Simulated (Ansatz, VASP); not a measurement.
## YSi: VASP beside Ansatz

```xyz
4
Lattice="2.1013 -5.1842 0.0000 2.1013 5.1842 0.0000 0.0000 0.0000 3.7797" Properties=species:S:1:pos:R:3 pbc="T T T"
Y     2.1013    3.7296    0.9449
Y     2.1013   -3.7296    2.8348
Si    2.1013    0.7919    0.9449
Si    2.1013   -0.7919    2.8348
```

Alike in both runs: functional LDA; k mesh 10 × 10 × 12; occupations gaussian, width 0.1 eV; no spin polarisation.

Ansatz relaxed the structure, and its values are those at the end. VASP's run is a single point on that final structure, the one shown.

```csv
,VASP,Ansatz
version,VASP 6.6.1,Ansatz 0.2.0
potentials or method,"VASP PAW LDA potentials, release 64 (Y_sv, Si), cutoff 520 eV","scalar-relativistic, plane waves, PAW"
valence electrons in the cell,30,30
```

|  | VASP | Ansatz | Ansatz less VASP |
| --- | --- | --- | --- |
| gap on the k mesh at the Fermi level (eV) | none | none | - |
| pressure (GPa) | 0.0 | 0.0 | -0.04 |

LDA's correlation is that of Perdew and Zunger in VASP and of Perdew and Wang (1992) in Ansatz. A gap of «none» marks a metal or a gap that the smearing closes.
